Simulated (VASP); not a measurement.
Crystal: Au.

```
Au
1.0
     0.00000    2.08564    2.08564
     2.08564    0.00000    2.08564
     2.08564    2.08564    0.00000
Au
1
Direct
  0.00000 0.00000 0.00000
```

| Item | Value |
| --- | --- |
| Program | VASP 6.6.1 |
| Task | relaxation of cell and atoms |
| Functional | LDA |
| Potentials or basis | VASP PAW LDA potentials, release 64 (Au) |
| Cutoff | 600 eV |
| k mesh | 8 × 8 × 8 |
| Occupations | gaussian, width 0.1 eV |
| Spin | no spin polarisation |

At the start: pressure -12.4 GPa; volume 18.14 Å³/atom.

How do energy, volume and symmetry change on relaxing?

Over 4 steps the energy falls by 60.1 meV/atom and the volume is 16.73 Å³/atom (-7.8 %); space group Fm-3m (No. 225, to 0.05 Å).

Step by step:
```
step  energy change (eV)  largest force (eV/Å)  pressure (GPa)  volume (Å³)
   1              0.0000                0.0000          -12.37        18.14
   2              0.1321                0.0000           35.19        14.71
   3             -0.0600                0.0000           -0.55        16.77
   4             -0.0601                0.0000           -0.16        16.73
```

Final structure:
```cif
data_structure
_symmetry_space_group_name_H-M 'P 1'
_symmetry_Int_Tables_number 1
_cell_length_a 2.8710
_cell_length_b 2.8710
_cell_length_c 2.8710
_cell_angle_alpha 60.000
_cell_angle_beta 60.000
_cell_angle_gamma 60.000
_cell_volume 16.73
loop_
_atom_site_label
_atom_site_type_symbol
_atom_site_fract_x
_atom_site_fract_y
_atom_site_fract_z
_atom_site_occupancy
Au1 Au 0.00000 0.00000 0.00000 1
```
